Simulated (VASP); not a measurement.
Write the native input for VASP 6.6.1 that does the following.

* Task: electric field gradients
* Functional: PBE
* Potentials or basis: VASP PAW PBE potentials, release 64 (Zn, Au)
* Cutoff: 520 eV
* k mesh: 12 × 12 × 12
* Occupations: fermi-dirac, width 0.05 eV
* Spin: no spin polarisation
* Dipole correction: no
* Further INCAR settings: ALGO = Normal; EDIFF = 1e-08; NBANDS = 18

The structure of ZnAu lies in POSCAR:

```
ZnAu
1.0
    3.1470000000      0.0000000000      0.0000000000
    0.0000000000      3.1470000000      0.0000000000
    0.0000000000      0.0000000000      3.1470000000
Zn Au
1 1
Direct
    0.5000000000      0.5000000000      0.5000000000
    0.0000000000      0.0000000000      0.0000000000
```

The input as run:

INCAR

```
PREC     = Accurate       # precision mode
ENCUT    = 520            # plane-wave cutoff, eV
EDIFF    = 1E-8           # SCF threshold, eV
ISMEAR   = -1             # smearing method
SIGMA    = 0.05           # smearing width, eV
LREAL    = False          # projectors in reciprocal space
LASPH    = True           # aspherical terms in the spheres
NELM     = 100            # most SCF steps
ALGO     = Normal         # electronic algorithm
ISIF     = 2              # what is computed and relaxed
LWAVE    = False          # write WAVECAR
LCHARG   = False          # write CHGCAR
GGA      = PE             # functional
LEFG     = True         
NBANDS   = 18             # bands
```

KPOINTS

```
Automatic mesh
0
Gamma
  12 12 12
```

Potentials or basis: VASP PAW PBE potentials, release 64 (Zn, Au).

The run is started by

```sh
$ cat potpaw_PBE.64/Zn/POTCAR potpaw_PBE.64/Au/POTCAR > POTCAR
$ mpirun -np 1 vasp_std > vasp.out
```

Results of the run:

The pressure is 5.0 GPa.

Caveat: without QUAD_EFG the Cq values of the log hold for a quadrupole moment of 1 mb, not for the nuclei.

Run time: 28 s on 1 thread of AMD EPYC 9R45 (Zen 5), with other jobs on the host, peak memory 0.14 GiB.
